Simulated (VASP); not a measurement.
Mg3CdF8:

```
CELL_PARAMETERS angstrom
3.61765 -5.15919 0.00000
3.61765 5.15919 0.00000
0.00000 0.00000 3.62272
ATOMIC_POSITIONS crystal
Mg 0.00000 0.00000 0.00000
Mg 0.50000 0.00000 0.50000
Mg 0.00000 0.50000 0.50000
F 0.36018 0.63982 0.50000
F 0.12050 0.87950 0.50000
F 0.89148 0.63295 0.00000
F 0.63295 0.89148 0.00000
F 0.36705 0.10852 0.00000
F 0.10852 0.36705 0.00000
F 0.87950 0.12050 0.50000
F 0.63982 0.36018 0.50000
Cd 0.50000 0.50000 0.00000
```

| Quantity | Value |
| --- | --- |
| Program | VASP 6.6.1 |
| Task | relaxation of cell and atoms |
| Functional | r2SCAN |
| Potentials or basis | VASP PAW PBE potentials, release 64 (Mg, F, Cd) |
| Cutoff | 660 eV |
| k mesh | 4 × 4 × 6 |
| Occupations | fermi-dirac, width 0.02 eV |
| Spin | no spin polarisation |

At the start: pressure -5.7 GPa; volume 11.27 Å³/atom.

Q: Where does the relaxation end?

A: Over 12 steps the energy falls by 11.1 meV/atom and the volume is 10.68 Å³/atom (-5.2 %); space group Cmmm (No. 65, to 0.1 Å) before and after.

The path:
| step | energy change (eV) | largest force (eV/Å) | pressure (GPa) | volume (Å³) |
| --- | --- | --- | --- | --- |
| 1 | 0.0000 | 0.0236 | -5.71 | 135.23 |
| 2 | -0.1285 | 0.1181 | 0.74 | 127.52 |
| 3 | -0.1302 | 0.1075 | 0.02 | 128.27 |
| 4 | -0.1302 | 0.1056 | -0.11 | 128.40 |
| 5 | -0.1323 | 0.0492 | -0.11 | 128.34 |
| 6 | -0.1328 | 0.0352 | -0.11 | 128.29 |
| 7 | -0.1330 | 0.0148 | 0.04 | 128.13 |
| 8 | -0.1330 | 0.0115 | 0.06 | 128.10 |
| 9 | -0.1330 | 0.0085 | 0.01 | 128.16 |
| 10 | -0.1330 | 0.0094 | -0.05 | 128.22 |
| 11 | -0.1330 | 0.0067 | -0.02 | 128.19 |
| 12 | -0.1331 | 0.0039 | -0.01 | 128.18 |

Final structure:
```
Mg F Cd
1.0
     3.55415   -5.07317    0.00000
     3.55415    5.07317    0.00000
     0.00000    0.00000    3.55444
Mg F Cd
3 8 1
Direct
  0.00000 0.00000 0.00000
  0.50000 0.00000 0.50000
  0.00000 0.50000 0.50000
  0.35893 0.64107 0.50000
  0.11998 0.88002 0.50000
  0.89281 0.63361 0.00000
  0.63361 0.89281 0.00000
  0.36639 0.10719 0.00000
  0.10719 0.36639 0.00000
  0.88002 0.11998 0.50000
  0.64107 0.35893 0.50000
  0.50000 0.50000 0.00000
```

Caveat: the PAW data sets were made with another functional, which shifts forces and pressure a little.
